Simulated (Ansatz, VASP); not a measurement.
One calculation of Zn, two programs

```xyz
3
Lattice="4.4536 0.0000 0.0000 -2.2268 3.8570 0.0000 0.0000 0.0000 2.7128" Properties=species:S:1:pos:R:3 pbc="T T T"
Zn    2.2268    3.8570    0.0000
Zn    0.0000    2.5713    1.3564
Zn    2.2268    1.2857    1.3564
```

Alike in both runs: task single point; functional LDA; k mesh 10 × 10 × 14; occupations fermi-dirac, width 0.1 eV; no spin polarisation.

|  | VASP | Ansatz |
| --- | --- | --- |
| version | VASP 6.6.1 | Ansatz 0.2.0 |
| potentials or method | VASP PAW LDA potentials, release 64 (Zn), cutoff 520 eV | plane waves (420 eV) with PAW, scalar-relativistic |
| valence electrons in the cell | 36 | 36 |

Ansatz gave:

```
pressure (GPa)                                                : -7.9
traceless stress, the component that is largest in VASP (GPa) : 0.74
```

Q: Which values does VASP return?

A: Pressure (GPa): -7.6; traceless stress, the component that is largest in VASP (GPa): 0.71.

Ansatz warns that its potentials were made for another functional, while VASP's fit it. LDA's correlation is that of Perdew and Zunger in VASP and of Perdew and Wang (1992) in Ansatz.
